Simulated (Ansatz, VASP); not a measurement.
# One calculation of AlNi3, two programs

File INCAR:

```
ALGO = Normal
EDIFF = 1E-6
ENCUT = 520
ISIF = 2
ISMEAR = 0
LASPH = T
LCHARG = F
LREAL = F
LWAVE = F
NBANDS = 24
NELM = 100
PREC = Accurate
SIGMA = 0.1
```

KPOINTS

```
k-points
0
Gamma
  14 14 14
```

File POSCAR:

```
AlNi3
1.0
    0.0000000000      2.8018887551      2.8018887551
    2.8018887551      0.0000000000      2.8018887551
    2.8018887551      2.8018887551      0.0000000000
Al Ni
1 3
Direct
    0.5000000000      0.5000000000      0.5000000000
    0.2500000000      0.2500000000      0.2500000000
    0.0000000000      0.0000000000      0.0000000000
    0.7500000000      0.7500000000      0.7500000000
```

Input for Ansatz:

```yaml
crystal:
  lattice:
    - [0.0, 2.8018887551, 2.8018887551]
    - [2.8018887551, 0.0, 2.8018887551]
    - [2.8018887551, 2.8018887551, 0.0]
  atoms:
    - { symbol: Al, position: [0.5, 0.5, 0.5] }
    - { symbol: Ni, position: [0.25, 0.25, 0.25] }
    - { symbol: Ni, position: [0.0, 0.0, 0.0] }
    - { symbol: Ni, position: [0.75, 0.75, 0.75] }
basis:
  ecutwfc: 420
kpoints:
  mp_grid: { grid: [14, 14, 14] }
hamiltonian:
  xc: lda
scf:
  occupations: { method: gaussian, width: 0.1 }
output:
  forces: true
  stress: true
  eigenvalues: true
```

Alike in both runs: task single point; functional LDA; k mesh 14 × 14 × 14; occupations gaussian, width 0.1 eV; no spin polarisation.

|  | VASP | Ansatz |
| --- | --- | --- |
| version | VASP 6.6.1 | Ansatz 0.2.0 |
| potentials or method | VASP PAW LDA potentials, release 64 (Al, Ni), cutoff 520 eV | scalar-relativistic, plane waves, PAW |
| valence electrons in the cell | 33 | 57 |

```csv
,VASP,Ansatz,Ansatz less VASP
gap on the k mesh at the Fermi level (eV),none,none,-
pressure (GPa),-7.1,-7.4,-0.23
```

LDA's correlation is that of Perdew and Zunger in VASP and of Perdew and Wang (1992) in Ansatz. A gap of «none» marks a metal or a gap that the smearing closes. VASP's potentials hold 33 valence electrons a cell and Ansatz's 57, so a difference there can come from the potentials and not from the codes.
